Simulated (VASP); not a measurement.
Crystal: V.

```
V
1.0
    -1.51435    1.51435    1.51435
     1.51435   -1.51435    1.51435
     1.51435    1.51435   -1.51435
V
1
Direct
  0.00000 0.00000 0.00000
```

| Quantity | Value |
| --- | --- |
| Program | VASP 6.6.1 |
| Task | relaxation of cell and atoms |
| Functional | PBEsol |
| Potentials or basis | VASP PAW PBE potentials, release 64 (V_sv) |
| Cutoff | 600 eV |
| k mesh | 8 × 8 × 8 |
| Occupations | gaussian, width 0.1 eV |
| Spin | collinear spin, ferromagnetic start |
| Starting moments | [1.5] μB |

At the start: pressure -13.1 GPa; volume 13.89 Å³/atom.

Where does the relaxation end?

Over 4 steps the energy falls by 44.9 meV/atom and the volume is 12.86 Å³/atom (-7.4 %); space group Im-3m (No. 229, to 0.05 Å); moment 0.00 μB per cell.

The path:
```tsv
step	energy change (eV)	largest force (eV/Å)	pressure (GPa)	volume (Å³)
1	0.0000	0.0000	-13.06	13.89
2	0.0281	0.0000	22.49	11.74
3	-0.0448	0.0000	-0.31	12.88
4	-0.0449	0.0000	0.00	12.86
```

Final structure:
```
V
1.0
    -1.47609    1.47609    1.47609
     1.47609   -1.47609    1.47609
     1.47609    1.47609   -1.47609
V
1
Direct
  0.00000 0.00000 0.00000
```

Caveat: the k points lie up to 0.38 Å⁻¹ apart in the final cell; the PAW data sets were made with another functional, which shifts forces and pressure a little.
